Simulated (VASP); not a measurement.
A run of VASP 6.6.1 is set up as follows.

File INCAR:

```
PREC = Accurate ; ENCUT = 520
EDIFF = 1E-7 ; ISMEAR = -1
SIGMA = 0.1 ; LREAL = F
LASPH = T ; NELM = 80
ALGO = Normal ; ISIF = 2
LWAVE = F ; LCHARG = T
GGA = RE ; LELF = T
LVHAR = T ; NBANDS = 12
```

KPOINTS

```
regular mesh
0
Gamma
  8 8 8
```

POSCAR

```
Hg
1.0
    0.0000000000      3.7886255626      3.7886255626
    3.7886255626      0.0000000000      3.7886255626
    3.7886255626      3.7886255626      0.0000000000
Hg
1
Direct
    0.0000000000      0.0000000000      0.0000000000
```

Potentials or basis: VASP PAW PBE potentials, release 64 (Hg).

The run is started by

```console
$ cat potpaw_PBE.64/Hg/POTCAR > POTCAR
$ mpirun -np 1 vasp_std > vasp.out
```

What does it give for the band gap on the k mesh?

4.39 eV, indirect (least direct gap 4.56 eV).

What does it give for the pressure?

0.0 GPa.

Caveat: the PAW data sets were made with another functional, which shifts forces and pressure a little; spin-orbit coupling is left out, which moves the levels of the heavy elements. A k mesh can miss the band edges.
